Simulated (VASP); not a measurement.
Si, 2 atoms in the cell. The structure is cubic, space group Fd-3m (No. 227). Conventional cell: a = 5.427 Å, b = 5.427 Å, c = 5.427 Å, α = 90.00°, β = 90.00°, γ = 90.00°. Within 3.1 Å of Si (site symmetry -43m) lie 4 Si at 2.35 Å. 

```yaml
Program: VASP 6.6.1
Task: dielectric tensor
Functional: PBE
Potentials_or_basis: VASP PAW PBE potentials, release 64 (Si)
Cutoff: 400 eV
k_mesh: 8 × 8 × 8
Occupations: gaussian, width 0.01 eV
Spin: no spin polarisation
Dipole_correction: no
Further_INCAR_settings: ALGO = Normal; EDIFF = 1e-08
```

Potentials or basis: VASP PAW PBE potentials, release 64 (Si).

Command:

```sh
$ cat potpaw_PBE.64/Si/POTCAR > POTCAR
$ mpirun -np 1 vasp_std > vasp.out
```

Hardware: 1 thread of Intel(R) Xeon(R) 6975P-C (Granite Rapids) (shared host).

Estimate the wall time of this run.

Wall time 42 s on 1 thread of Intel(R) Xeon(R) 6975P-C (Granite Rapids), with other jobs on the host, peak memory 0.17 GiB. Counts: scf iterations 111, k points 29.
